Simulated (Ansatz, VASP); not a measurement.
**Ti in VASP and in Ansatz**

```
CELL_PARAMETERS angstrom
2.95000 0.00000 0.00000
-1.47500 2.55477 0.00000
0.00000 0.00000 4.68600
ATOMIC_POSITIONS crystal
Ti 0.33333 0.66667 0.25000
Ti 0.66667 0.33333 0.75000
```

Alike in both runs: task single point; functional r2SCAN; k mesh 24 × 24 × 12; occupations fermi-dirac, width 0.02 eV; no spin polarisation.

|  | VASP | Ansatz |
| --- | --- | --- |
| version | VASP 6.6.1 | Ansatz 0.2.0 |
| potentials or method | VASP PAW PBE potentials, release 64 (Ti_sv), cutoff 520 eV | scalar-relativistic, plane waves, PAW |
| valence electrons in the cell | 24 | 24 |

```csv
,VASP,Ansatz,Ansatz less VASP
gap on the k mesh at the Fermi level (eV),none,none,-
pressure (GPa),-2.0,-2.3,-0.36
"traceless stress, the component that is largest in VASP (GPa)",-0.36,-0.37,-0.007
```

VASP's potentials were made for PBE, not for r2SCAN. A gap of «none» marks a metal or a gap that the smearing closes.
